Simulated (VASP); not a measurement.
Set up this calculation in VASP 6.6.1, as the native input.

- Task: relaxation of cell and atoms
- Functional: PBE
- Potentials or basis: VASP PAW PBE potentials, release 64 (Br)
- Cutoff: 600 eV
- k mesh: 11 × 11 × 11
- Occupations: fermi-dirac, width 0.02 eV
- Spin: no spin polarisation
- Dipole correction: no
- Further INCAR settings: ALGO = Normal; EDIFF = 1e-06; IBRION = 2; EDIFFG = -0.03; NSW = 80; ISIF = 3

The structure of Br lies in POSCAR:

```
Br
1.0
    0.0000000000      3.2400000000      3.2400000000
    3.2400000000      0.0000000000      3.2400000000
    3.2400000000      3.2400000000      0.0000000000
Br
2
Direct
    0.0000000000      0.0000000000      0.0000000000
    0.2500000000      0.2500000000      0.2500000000
```

The input as run:

INCAR

```
  PREC = Accurate
  ENCUT = 600
  EDIFF = 1E-6
  ISMEAR = -1
  SIGMA = 0.02
  LREAL = F
  LASPH = T
  NELM = 80
  ALGO = Normal
  ISIF = 3
  LWAVE = F
  LCHARG = F
  GGA = PE
  IBRION = 2
  NSW = 80
  EDIFFG = -0.03
```

KPOINTS

```
Automatic mesh
0
Gamma
  11 11 11
```

Potentials or basis: VASP PAW PBE potentials, release 64 (Br).

Command:

```bash
$ cat potpaw_PBE.64/Br/POTCAR > POTCAR
$ mpirun -np 1 vasp_std > vasp.out
```

It gave:

* Relaxed volume: 42.86 Å³/atom
* Relaxed cell: a = 4.949 Å, b = 4.949 Å, c = 4.949 Å, α = 60.00°, β = 60.00°, γ = 60.00°
* Space group after relaxing (to 0.1 Å): Fd-3m (No. 227)
* Energy gained by relaxing: 138.5 meV/atom
* Ionic steps: 4
* Pressure after relaxing: 0.0 GPa
* Band gap on the k mesh: zero (bands 7 and 8 overlap by 1.18 eV)

Caveat: the volume moved by over 15 % at a fixed basis, so the end points are rough.

Run time: 53 s on 1 thread of Intel(R) Xeon(R) 6975P-C (Granite Rapids), on a shared host, peak memory 0.26 GiB.
